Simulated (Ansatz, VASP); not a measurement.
# H3Pt2 in VASP and in Ansatz

Contents of INCAR:

```
SYSTEM = H3Pt2
PREC = Accurate
ENCUT = 600
EDIFF = 1E-6
ISMEAR = 0
SIGMA = 0.1
LREAL = .FALSE.
LASPH = .TRUE.
NELM = 100
ALGO = Normal
ISIF = 3
LWAVE = .FALSE.
LCHARG = .FALSE.
GGA = PE
IBRION = 2
NSW = 90
EDIFFG = -0.04
```

Contents of KPOINTS:

```
Automatic mesh
0
G
  6 6 4
  0 0 0
```

File POSCAR:

```
H3Pt2
1.0
    3.7438247800      0.0000000000      0.0000000000
   -1.8719123900      3.2422473700      0.0000000000
    0.0000000000      0.0000000000      4.5680130100
H Pt
3 2
Direct
    0.0000000000      0.0000000000      0.0000000000
    0.3333333300      0.6666666700      0.3499253400
    0.6666666700      0.3333333300      0.6500746600
    0.3333333300      0.6666666700      0.8395121100
    0.6666666700      0.3333333300      0.1604878900
```

Input for Ansatz:

```yaml
crystal:
  lattice:
    - [3.74382478, 0.0, 0.0]
    - [-1.87191239, 3.24224737, 0.0]
    - [0.0, 0.0, 4.56801301]
  atoms:
    - { symbol: H, position: [0.0, 0.0, 0.0] }
    - { symbol: H, position: [0.33333333, 0.66666667, 0.34992534] }
    - { symbol: H, position: [0.66666667, 0.33333333, 0.65007466] }
    - { symbol: Pt, position: [0.33333333, 0.66666667, 0.83951211] }
    - { symbol: Pt, position: [0.66666667, 0.33333333, 0.16048789] }
basis:
  ecutwfc: 420
kpoints:
  mp_grid: { grid: [6, 6, 4] }
hamiltonian:
  xc: pbe
scf:
  occupations: { method: gaussian, width: 0.1 }
  lower_state_search: "off"
output:
  forces: true
  stress: true
  eigenvalues: true
relax:
  adjacent_minimum: "off"
  f_tol: 0.04
  max_steps: 70
  cell: { stress_tol: 0.4 }
```

Change from the starting cell: species swapped into the Al3Cu2 type (P-3m1, No. 164).

Alike in both runs: task relaxation of cell and atoms; functional PBE; k mesh 6 × 6 × 4; occupations gaussian, width 0.1 eV; no spin polarisation.

```csv
,VASP,Ansatz
version,VASP 6.6.1,Ansatz 0.2.0
potentials or method,"VASP PAW PBE potentials, release 64 (H, Pt), cutoff 600 eV","scalar-relativistic, plane waves, PAW"
valence electrons in the cell,23,39
```

|  | VASP | Ansatz | Ansatz less VASP |
| --- | --- | --- | --- |
| gap on the k mesh at the Fermi level, each at its own relaxed structure (eV) | none | none | - |
| relaxed volume (Å³/atom) | 9.69 | 10.90 | +1.209 |
| relaxed cell length with the largest relative difference (Å) | 7.034 | 7.931 | +0.8974 |

A gap of «none» marks a metal or a gap that the smearing closes. One of these differences is far larger than is usual between the two programs; its cause wasn't traced. VASP's potentials hold 23 valence electrons a cell and Ansatz's 39, so a difference there can come from the potentials and not from the codes.

Spin-orbit coupling is off throughout.
